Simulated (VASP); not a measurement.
# CaO (Pm-3m) in VASP: a series of runs

The runs below take CaO through relaxation of cell and atoms, with PBEsol, LDA.

Everything below comes from runs of VASP 6.6.1. Logs are shortened: lines on timing, memory, paths and dates and some standing lists are left out, and cuts for length are marked.

## Step 1: The cell of the first run

Symmetry: Pm-3m, No. 221, cubic system. The conventional cell has a = 2.934 Å, b = 2.934 Å, c = 2.934 Å, α = 90.00°, β = 90.00°, γ = 90.00°. Ca (site symmetry m-3m) has 8 O at 2.54 Å and 6 Ca at 2.93 Å within 3.4 Å. Within 3.4 Å of O (site symmetry m-3m) lie 8 Ca at 2.54 Å and 6 O at 2.93 Å.

## Step 2: Relaxation of cell and atoms, PBEsol

Contents of INCAR:

```
PREC = Accurate
ENCUT = 600
EDIFF = 1E-6
ISMEAR = -1
SIGMA = 0.02
LREAL = F
LASPH = T
NELM = 60
ALGO = Normal
ISIF = 3
LWAVE = F
LCHARG = F
GGA = PS
IBRION = 2
NSW = 80
EDIFFG = -0.005
```

Contents of KPOINTS:

```
Automatic mesh
0
Gamma
  8 8 8
```

Contents of POSCAR:

```
CaO
1.0
    2.9338573267      0.0000000000      0.0000000000
    0.0000000000      2.9338573267      0.0000000000
    0.0000000000      0.0000000000      2.9338573267
Ca O
1 1
Direct
    0.0000000000      0.0000000000      0.0000000000
    0.5000000000      0.5000000000      0.5000000000
```

Potentials or basis: VASP PAW PBE potentials, release 64 (Ca_sv, O).

On the command line:

```bash
$ cat potpaw_PBE.64/Ca_sv/POTCAR potpaw_PBE.64/O/POTCAR > POTCAR
$ mpirun -np 1 vasp_std > vasp.out
```

OUTCAR:

```text
PREC = Accurate
   ENCUT = 600
   EDIFF = 1E-6
   ISMEAR = -1
   LREAL = F
   LASPH = T
   NELM = 60
   ISIF = 3
   GGA = PS
   IBRION = 2
   NSW = 80
   EDIFFG = -0.005

 ion  position               nearest neighbor table
   1  0.000  0.000  0.000-   2 2.54   2 2.54   2 2.54   2 2.54   2 2.54   2 2.54   2 2.54   2 2.54

   2  0.500  0.500  0.500-   1 2.54   1 2.54   1 2.54   1 2.54   1 2.54   1 2.54   1 2.54   1 2.54

  LATTYP: Found a simple cubic cell.
 ALAT       =     2.9338573267

  Lattice vectors:

 A1 = (   2.9338573267,   0.0000000000,   0.0000000000)
 A2 = (   0.0000000000,   2.9338573267,   0.0000000000)
 A3 = (   0.0000000000,   0.0000000000,   2.9338573267)

Analysis of symmetry for initial positions (statically):
=====================================================================
 Subroutine PRICEL returns:
 Original cell was already a primitive cell.

 Routine SETGRP: Setting up the symmetry group for a
 simple cubic supercell.

 Subroutine GETGRP returns: Found 48 space group operations
 (whereof 48 operations were pure point group operations)
 out of a pool of 48 trial point group operations.

The static configuration has the point symmetry O_h .

Analysis of symmetry for dynamics (positions and initial velocities):
=====================================================================
 Subroutine PRICEL returns:
 Original cell was already a primitive cell.

 Routine SETGRP: Setting up the symmetry group for a
 simple cubic supercell.

 Subroutine GETGRP returns: Found 48 space group operations
 (whereof 48 operations were pure point group operations)
 out of a pool of 48 trial point group operations.

The dynamic configuration has the point symmetry O_h .

 Subroutine INISYM returns: Found 48 space group operations
 (whereof 48 operations are pure point group operations),
 and found     1 'primitive' translations

----------------------------------------------------------------------------------------

                                     Primitive cell

  volume of cell :      25.2532

  direct lattice vectors                    reciprocal lattice vectors
     2.933857327  0.000000000  0.000000000     0.340848204  0.000000000  0.000000000
     0.000000000  2.933857327  0.000000000     0.000000000  0.340848204  0.000000000
     0.000000000  0.000000000  2.933857327     0.000000000  0.000000000  0.340848204

  length of vectors
     2.933857327  2.933857327  2.933857327     0.340848204  0.340848204  0.340848204

  position of ions in fractional coordinates (direct lattice)
     0.000000000  0.000000000  0.000000000
     0.500000000  0.500000000  0.500000000

  ion indices of the primitive-cell ions
   primitive index   ion index
                 1           1
                 2           2

----------------------------------------------------------------------------------------

 KPOINTS: Automatic mesh

Automatic generation of k-mesh.
 Grid dimensions read from file:
 generate k-points for:    8    8    8

 Generating k-lattice:

  Cartesian coordinates                     Fractional coordinates (reciprocal lattice)
     0.042606025  0.000000000  0.000000000     0.125000000  0.000000000  0.000000000
     0.000000000  0.042606025  0.000000000     0.000000000  0.125000000  0.000000000
     0.000000000  0.000000000  0.042606025     0.000000000  0.000000000  0.125000000

  Length of vectors
     0.042606025  0.042606025  0.042606025

  Shift w.r.t. Gamma in fractional coordinates (k-lattice)
     0.000000000  0.000000000  0.000000000

 Subroutine IBZKPT returns following result:
 ===========================================

 Found     35 irreducible k-points:

 Following reciprocal coordinates:
            Coordinates               Weight
  0.000000  0.000000  0.000000      1.000000
  0.125000  0.000000  0.000000      6.000000
  0.250000  0.000000  0.000000      6.000000
  0.375000  0.000000  0.000000      6.000000
  0.500000  0.000000  0.000000      3.000000
  0.125000  0.125000  0.000000     12.000000
[... 16 lines left out ...]
  0.375000  0.375000  0.125000     24.000000
  0.500000  0.375000  0.125000     24.000000
 [... further k-points ...]
   k-points           NKPTS =     35   k-points in BZ     NKDIM =     35   number of bands    NBANDS=     12
   number of dos      NEDOS =    301   number of ions     NIONS =      2
   total plane-waves  NPLWV =  13824
   dimension x,y,z NGX =    24 NGY =   24 NGZ =   24
   dimension x,y,z NGXF=    48 NGYF=   48 NGZF=   48
   ions per type =               1   1
   NGX,Y,Z   is equivalent  to a cutoff of  13.60, 13.60, 13.60 a.u.
   NGXF,Y,Z  is equivalent  to a cutoff of  27.20, 27.20, 27.20 a.u.
 SYSTEM =  unknown system
   PREC   = accura    normal or accurate (medium, high low for compatibility)
   ISTART =      0    job   : 0-new  1-cont  2-samecut
   ICHARG =      2    charge: 1-file 2-atom 10-const
   ISPIN  =      1    spin polarized calculation?
   LNONCOLLINEAR =      F non collinear calculations
   LSORBIT =      F    spin-orbit coupling
   LASPH  =      T    aspherical Exc in radial PAW
   ENCUT  =  600.0 eV  44.10 Ry    6.64 a.u.   5.86  5.86  5.86*2*pi/ulx,y,z
   NELM   =     60;   NELMIN=  2; NELMDL= -5     # of ELM steps
   EDIFF  = 0.1E-05   stopping-criterion for ELM
   LREAL  =      F    real-space projection
   EDIFFG = -.5E-02   stopping-criterion for IOM
   NSW    =     80    number of steps for IOM
   IBRION =      2    ionic relax: 0-MD 1-quasi-New 2-CG
   NFREE  =      1    steps in history (QN), initial steepest desc. (CG)
   ISIF   =      3    stress and relaxation
   ISYM   =      2    0-nonsym 1-usesym 2-fastsym
   POTIM  = 0.5000    time-step for ionic-motion
   TEBEG  =    0.0;   TEEND  =   0.0 temperature during run
   PSTRESS=    0.0 pullay stress
   NELECT =      16.0000    total number of electrons
   NUPDOWN=      -1.0000    fix difference up-down
   EMIN   =  10.00;   EMAX   =-10.00  energy-range for DOS
   EFERMI =   0.00;   METHOD = LEGACY
   ISMEAR =    -1;   SIGMA  =   0.02  broadening in eV -4-tet -1-fermi 0-gaus
   EFERMI_NEDOS =   21; number of points for ismear=-14 and -15
   IALGO  =     38    algorithm
   IMIX   =      4    mixing-type and parameters
     AMIX     =   0.40;   BMIX     =  1.00
     AMIX_MAG =   1.60;   BMIX_MAG =  1.00
  volume/ion in A,a.u.               =      12.63        85.21
  Fermi-wavevector in a.u.,A,eV,Ry     =   1.406077  2.657101 26.899441  1.977053
  Thomas-Fermi vector in A             =   2.528474
   LORBIT       =      0    0 simple, 1 ext, 2 COOP (PROOUT), +10 PAW based schemes
   GGA     = PS    functional components
   LHFCALC =     F    Hartree Fock is set to
   AEXX    =    0.0000 exact exchange contribution
   IVDW    =     0    specifies the selected vdW correction
   LEPSILON=     F    determine dielectric tensor
   LRPA    =     F    only Hartree local field effects (RPA)
 conjugate gradient relaxation of ions
 non-spin polarized calculation
  energy-cutoff  :      600.00
  volume of cell :       25.25
 maximum number of plane-waves:       860
 NGX is ok and might be reduce to    24
   NGX = 11   NGY = 11   NGZ = 11

--------------------------------------- Ionic step        1  -------------------------------------------

 number of electron      15.9999994 magnetization

 Free energy of the ion-electron system (eV)
  ---------------------------------------------------
  ext. energy  EPLUGINS =         0.00000000
  ---------------------------------------------------
  free energy    TOTEN  =       -12.47924263 eV

  energy without entropy =      -12.47924263  energy(sigma->0) =      -12.47924263

------------------------ aborting loop because EDIFF is reached ----------------------------------------

  FORCE on cell =-STRESS in cart. coord.  units (eV):
  Direction    XX          YY          ZZ          XY          YZ          ZX
  --------------------------------------------------------------------------------------
  -------------------------------------------------------------------------------------
  Total       -0.7125117     -0.7125117     -0.7125117      0.0000000     -0.0000000      0.0000000
  in kB      -45.2049092    -45.2049092    -45.2049092      0.0000000     -0.0000000      0.0000000
  external PRESSURE =     -45.2049092 kB  Pullay stress =       0.0000000 kB
[... 57 lines left out ...]
  energy  without entropy=      -12.4934325507  energy(sigma->0) =      -12.49343255

--------------------------------------- Ionic step        3  -------------------------------------------

 number of electron      15.9999999 magnetization

 Free energy of the ion-electron system (eV)
  ---------------------------------------------------
  ext. energy  EPLUGINS =         0.00000000
  ---------------------------------------------------
  free energy    TOTEN  =       -12.49436906 eV

  energy without entropy =      -12.49436906  energy(sigma->0) =      -12.49436906

 E-fermi :   4.6522     XC(G=0): -11.5750

 val. band max:        4.1065085292   @ k =   0.5000   0.5000   0.0000
 cond. band min:       6.7861147271   @ k =   0.0000   0.0000   0.0000
 fundamental gap:      2.6796061978
 Fermi energy:         4.6522319855

 k-point     1 :       0.0000    0.0000    0.0000
  band No.  band energies     occupation
      1     -34.9126      2.00000
      2     -15.4078      2.00000
      3     -15.4078      2.00000
      4     -15.4078      2.00000
      5     -12.2980      2.00000
      6       3.8002      2.00000
      7       3.8002      2.00000
      8       3.8002      2.00000
      9       6.7861      0.00000
     10       6.7861      0.00000
     11       9.3116      0.00000
     12      12.6705      0.00000
[... 331 lines left out ...]
 k-point    24 :       0.5000    0.3750    0.1250
  band No.  band energies     occupation
      1     -34.5661      2.00000
      2     -16.4753      2.00000
      3     -16.2312      2.00000
      4     -15.3417      2.00000
      5     -11.4336      2.00000
      6       1.5493      2.00000
      7       1.8806      2.00000
      8       3.3868      2.00000
      9       8.7037      0.00000
     10       9.6454      0.00000
     11      11.0607      0.00000
     12      11.2332      0.00000

 [... further k-points ...]
[... 5 lines left out ...]
  --------------------------------------------------------------------------------------
  -------------------------------------------------------------------------------------
  Total        0.0004033      0.0004033      0.0004033      0.0000000      0.0000000      0.0000000
  in kB        0.0266823      0.0266823      0.0266823      0.0000000      0.0000000      0.0000000
  external PRESSURE =       0.0266823 kB  Pullay stress =       0.0000000 kB
[... 17 lines left out ...]
  FREE ENERGIE OF THE ION-ELECTRON SYSTEM (eV)
  ---------------------------------------------------
  free  energy   TOTEN  =       -12.4943690645 eV

  energy  without entropy=      -12.4943690645  energy(sigma->0) =      -12.49436906

 reached required accuracy - stopping structural energy minimisation
```

Run time: 9.6 s. Hardware: 1 thread of Intel Xeon 6975P-C (Granite Rapids), shared host; peak memory 0.15 GiB.

Results:

| Property | Result |
| --- | --- |
| Free energy | -12.4944 eV |
| Relaxed volume | 12.11 Å³/atom |
| Relaxed cell | a = 2.893 Å, b = 2.893 Å, c = 2.893 Å, α = 90.00°, β = 90.00°, γ = 90.00° |
| Space group after relaxing (to 0.05 Å) | Pm-3m (No. 221) |
| Energy gained by relaxing | 7.6 meV/atom |
| Ionic steps | 3 |
| Pressure after relaxing | 0.0 GPa |
| Band gap on the k mesh | 2.68 eV, indirect (least direct gap 2.99 eV) |

The path:
```
step  energy change (eV)  largest force (eV/Å)  pressure (GPa)  volume (Å³)
   1              0.0000                0.0000           -4.52        25.25
   2             -0.0142                0.0000            1.23        23.97
   3             -0.0151                0.0000            0.00        24.22
```

Final structure:
```
Ca O
1.0
     2.89321    0.00000    0.00000
     0.00000    2.89321    0.00000
     0.00000    0.00000    2.89321
Ca O
1 1
Direct
  0.00000 0.00000 0.00000
  0.50000 0.50000 0.50000
```

Caveat: the PAW data sets were made with another functional, which shifts forces and pressure a little.

(Continued in part 2 of 2.)
